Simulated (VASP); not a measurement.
Input of a VASP 6.6.1 run:

Contents of INCAR:

```
ALGO = Normal
EDIFF = 1E-6
ENCUT = 520
GGA = PE
ISIF = 2
ISMEAR = 0
LASPH = T
LCHARG = F
LREAL = F
LWAVE = F
NBANDS = 18
NELM = 80
PREC = Accurate
SIGMA = 0.1
```

The input KPOINTS:

```
k-points
0
Gamma
  12 12 14
```

File POSCAR:

```
P
1.0
    2.3027429000     -5.9723498000      0.0000000000
    2.3027429000      5.9723498000      0.0000000000
    0.0000000000      0.0000000000      3.3046959000
P
4
Direct
    0.6765290000      0.9996620000      0.5000000000
    0.9996620000      0.6765290000      0.0000000000
    0.3234710000      0.0003380000      0.5000000000
    0.0003380000      0.3234710000      0.0000000000
```

Potentials or basis: VASP PAW PBE potentials, release 64 (P).

Run with:

```console
$ cat potpaw_PBE.64/P/POTCAR > POTCAR
$ mpirun -np 1 vasp_std > vasp.out
```

(1) What does it give for the band gap on the k mesh?

(2) What does it give for the largest force?

(3) What does it give for the pressure?

Answers

(1) zero (bands 10 and 11 overlap by 0.11 eV).

(2) 0.051 eV/Å.

(3) -0.3 GPa.
